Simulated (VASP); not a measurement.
Input of a VASP 6.6.1 run:

Contents of INCAR:

```
  PREC = Accurate
  ENCUT = 600
  EDIFF = 1E-6
  ISMEAR = 0
  SIGMA = 0.1
  LREAL = False
  LASPH = True
  NELM = 80
  ALGO = Normal
  ISIF = 3
  LWAVE = False
  LCHARG = False
  GGA = PE
  IBRION = 2
  NSW = 100
  EDIFFG = -0.01
```

Contents of KPOINTS:

```
Automatic mesh
0
Gamma
  12 12 12
```

File POSCAR:

```
AlAs3
1.0
    4.2518835009      0.0000000000      0.0000000000
    0.0000000000      4.2518835009      0.0000000000
    0.0000000000      0.0000000000      4.2518835009
Al As
1 3
Direct
    0.5000000000      0.5000000000      0.5000000000
    0.5000000000      0.0000000000      0.0000000000
    0.0000000000      0.5000000000      0.0000000000
    0.0000000000      0.0000000000      0.5000000000
```

Potentials or basis: VASP PAW PBE potentials, release 64 (Al, As).

Command:

```sh
$ cat potpaw_PBE.64/Al/POTCAR potpaw_PBE.64/As/POTCAR > POTCAR
$ mpirun -np 1 vasp_std > vasp.out
```

Task: What does it give for the space group after relaxing (to 0.05 Å)?

Result: Pm-3m (No. 221).

Task: Predict the relaxed cell.

Result: a = 4.235 Å, b = 4.235 Å, c = 4.235 Å, α = 90.00°, β = 90.00°, γ = 90.00°.

Final structure:
```
Al As
1.0
     4.23510    0.00000    0.00000
     0.00000    4.23510    0.00000
     0.00000    0.00000    4.23510
Al As
1 3
Direct
  0.50000 0.50000 0.50000
  0.50000 0.00000 0.00000
  0.00000 0.50000 0.00000
  0.00000 0.00000 0.50000
```
